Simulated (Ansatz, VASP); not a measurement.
# Two plane-wave programs on Sn

File INCAR:

```
SYSTEM = Sn
  PREC = Accurate
  ENCUT = 520
  EDIFF = 1E-7
  ISMEAR = 0
  SIGMA = 0.1
  LREAL = .False.
  LASPH = .True.
  NELM = 60
  ALGO = Normal
  ISIF = 2
  LWAVE = .False.
  LCHARG = .True.
  LDIPOL = .True.
  IDIPOL = 3
  DIPOL = 0.5 0.5 0.500
  GGA = PE
  LELF = .True.
  LVHAR = .True.
  LVACPOTAV = .True.
  NBANDS = 58
```

The input KPOINTS:

```
regular mesh
0
Gamma
  8 8 1
  0 0 0
```

The input POSCAR:

```
Sn
1.0
    4.7067117294      0.0000000000      0.0000000000
    0.0000000000      4.7067117294      0.0000000000
    0.0000000000      0.0000000000     24.9844433429
Sn
7
Direct
    0.0000000000      0.0000000000      0.3001867961
    0.5000000000      0.0000000000      0.3667911974
    0.5000000000      0.5000000000      0.4333955987
    0.0000000000      0.5000000000      0.5000000000
    0.0000000000      0.0000000000      0.5666044013
    0.5000000000      0.0000000000      0.6332088026
    0.5000000000      0.5000000000      0.6998132039
```

Input for Ansatz:

```yaml
crystal:
  lattice:
    - [4.7067117294, 0.0, 0.0]
    - [0.0, 4.7067117294, 0.0]
    - [0.0, 0.0, 24.9844433429]
  atoms:
    - { symbol: Sn, position: [0.0, 0.0, 0.3001867961] }
    - { symbol: Sn, position: [0.5, 0.0, 0.3667911974] }
    - { symbol: Sn, position: [0.5, 0.5, 0.4333955987] }
    - { symbol: Sn, position: [0.0, 0.5, 0.5] }
    - { symbol: Sn, position: [0.0, 0.0, 0.5666044013] }
    - { symbol: Sn, position: [0.5, 0.0, 0.6332088026] }
    - { symbol: Sn, position: [0.5, 0.5, 0.6998132039] }
basis:
  ecutwfc: 420
kpoints:
  mp_grid: { grid: [8, 8, 1] }
hamiltonian:
  xc: pbe
scf:
  occupations: { method: gaussian, width: 0.1 }
output:
  forces: true
  stress: true
  eigenvalues: true
efield:
  axis: 3
  dipole_correction: true
  ramp_width: 0.04
```

Alike in both runs: task single point; functional PBE; k mesh 8 × 8 × 1; occupations gaussian, width 0.1 eV; no spin polarisation.

|  | VASP | Ansatz |
| --- | --- | --- |
| version | VASP 6.6.1 | Ansatz 0.2.0 |
| potentials or method | VASP PAW PBE potentials, release 64 (Sn_d), cutoff 520 eV | scalar-relativistic, plane waves, PAW |
| valence electrons in the cell | 98 | 98 |

```csv
,VASP,Ansatz,Ansatz less VASP
gap on the k mesh at the Fermi level (eV),none,none,-
rms of the force components (eV/Å),0.037,0.036,-0.0006
"work function, face that differs most (eV)",4.51,4.51,0.000
```

Atom by atom the forces differ by 0.001 eV/Å (rms over components). A gap of «none» marks a metal or a gap that the smearing closes. The functional is the same, so the differences come from potentials, cutoffs and numerics.
